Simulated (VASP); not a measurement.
Write the native input for VASP 6.6.1 that does the following.

```
Task                   : single point
Functional             : PBE
Potentials or basis    : VASP PAW PBE potentials, release 64 (Pr_3, W_sv, Cl), 4f in core
Cutoff                 : 500 eV
k mesh                 : 4 × 4 × 4
Occupations            : gaussian, width 0.1 eV
Spin                   : no spin polarisation
Dipole correction      : no
Mended                 : yes
Further INCAR settings : ALGO = Normal; EDIFF = 1e-06; NBANDS = 28
```

The structure of PrWCl2 lies in POSCAR:

```
PrWCl2
1.0
    4.4298228300      0.0000000000      0.0000000000
    0.0000000000      4.4298228300      0.0000000000
    0.0000000000      0.0000000000      5.8377763200
Pr W Cl
1 1 2
Direct
    0.0000000000      0.0000000000      0.5000000000
    0.0000000000      0.0000000000      0.0000000000
    0.5000000000      0.5000000000      0.0000000000
    0.5000000000      0.5000000000      0.5000000000
```

The cell was built from a structure type or drawn by symmetry, and may not be a known phase.

These files were run (other wordings do the same):

INCAR

```
SYSTEM = PrWCl2
PREC     = Accurate       ! precision mode
ENCUT    = 500            ! plane-wave cutoff, eV
EDIFF    = 1E-6           ! SCF threshold, eV
ISMEAR   = 0              ! smearing method
SIGMA    = 0.1            ! smearing width, eV
LREAL    = .False.        ! projectors in reciprocal space
LASPH    = .True.         ! aspherical terms in the spheres
NELM     = 200            ! most SCF steps
ALGO     = Normal         ! electronic algorithm
ISIF     = 2              ! what is computed and relaxed
LWAVE    = .False.        ! write WAVECAR
LCHARG   = .False.        ! write CHGCAR
GGA      = PE             ! functional
NBANDS   = 28             ! bands
GGA_COMPAT= .False.      
LMAXMIX  = 6              ! l up to which the mixer works
```

KPOINTS

```
Automatic mesh
0
Gamma
  4 4 4
  0 0 0
```

Potentials or basis: VASP PAW PBE potentials, release 64 (Pr_3, W_sv, Cl), 4f in core.

Launch:

```bash
$ cat potpaw_PBE.64/Pr_3/POTCAR potpaw_PBE.64/W_sv/POTCAR potpaw_PBE.64/Cl/POTCAR > POTCAR
$ mpirun -np 1 vasp_std > vasp.out
```

It gave:

```yaml
Pressure: -7.0 GPa
Band_gap_on_the_k_mesh: zero (an odd number of electrons rules out a gap without spin polarisation)
```

Caveat: the cell stands under tension; spin-orbit coupling is left out, which moves the levels of the heavy elements; the 4f electrons are frozen in the core, so they carry no moment and show no levels; an odd number of electrons without spin polarisation forces a metal; a magnetic or distorted state may lie lower; the run has no spin polarisation, though such a crystal can be magnetic.

Run time: 19 s on 1 thread of Intel(R) Xeon(R) 6975P-C (Granite Rapids), on a shared host, peak memory 0.24 GiB.
